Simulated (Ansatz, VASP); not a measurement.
# One calculation of CuAu3, two programs

Contents of INCAR:

```
SYSTEM = CuAu3
PREC = Accurate
ENCUT = 520
EDIFF = 1E-7
ISMEAR = -1
SIGMA = 0.05
LREAL = .FALSE.
LASPH = .TRUE.
NELM = 60
ALGO = Normal
ISIF = 2
LWAVE = .FALSE.
LCHARG = .FALSE.
NBANDS = 30
```

Contents of KPOINTS:

```
Automatic mesh
0
G
  9 9 9
  0 0 0
```

Contents of POSCAR:

```
CuAu3
1.0
    3.9932226885      0.0000000000      0.0000000000
    0.0000000000      3.9932226885      0.0000000000
    0.0000000000      0.0000000000      3.9932226885
Cu Au
1 3
Direct
    0.0000000000      0.0000000000      0.0000000000
    0.0000000000      0.5000000000      0.5000000000
    0.5000000000      0.0000000000      0.5000000000
    0.5000000000      0.5000000000      0.0000000000
```

Input for Ansatz:

```yaml
crystal:
  lattice:
    - [3.9932226885, 0.0, 0.0]
    - [0.0, 3.9932226885, 0.0]
    - [0.0, 0.0, 3.9932226885]
  atoms:
    - { symbol: Cu, position: [0.0, 0.0, 0.0] }
    - { symbol: Au, position: [0.0, 0.5, 0.5] }
    - { symbol: Au, position: [0.5, 0.0, 0.5] }
    - { symbol: Au, position: [0.5, 0.5, 0.0] }
kpoints:
  mp_grid: { grid: [9, 9, 9] }
  band_path:
    path:
      - [0.0, 0.0, 0.0]
      - [0.0, 0.5, 0.0]
      - [0.5, 0.5, 0.0]
      - [0.0, 0.0, 0.0]
      - [0.5, 0.5, 0.5]
      - [0.0, 0.5, 0.0]
      - [0.5, 0.5, 0.5]
      - [0.5, 0.5, 0.0]
    npoints: 5
scf:
  occupations: { method: fermi_dirac, width: 0.05 }
hamiltonian:
  xc: lda
  pseudopotentials: { kind: all_electron, lapw: { basis_error: 0.001 } }
output:
  forces: true
  stress: true
  eigenvalues: true
```

Change from the starting cell: volume scaled by 1.01.

Alike in both runs: task single point; functional LDA; k mesh 9 × 9 × 9; occupations fermi-dirac, width 0.05 eV; no spin polarisation.

|  | VASP | Ansatz |
| --- | --- | --- |
| version | VASP 6.6.1 | Ansatz 0.2.0 |
| potentials or method | VASP PAW LDA potentials, release 64 (Cu, Au), cutoff 520 eV | all-electron LAPW, scalar-relativistic |

|  | VASP | Ansatz | Ansatz less VASP |
| --- | --- | --- | --- |
| pressure (GPa) | -6.7 | -7.2 | -0.49 |

LDA's correlation is that of Perdew and Zunger in VASP and of Perdew and Wang (1992) in Ansatz. Ansatz ran all-electron here, and VASP with PAW potentials.

Neither program's run includes spin-orbit coupling.
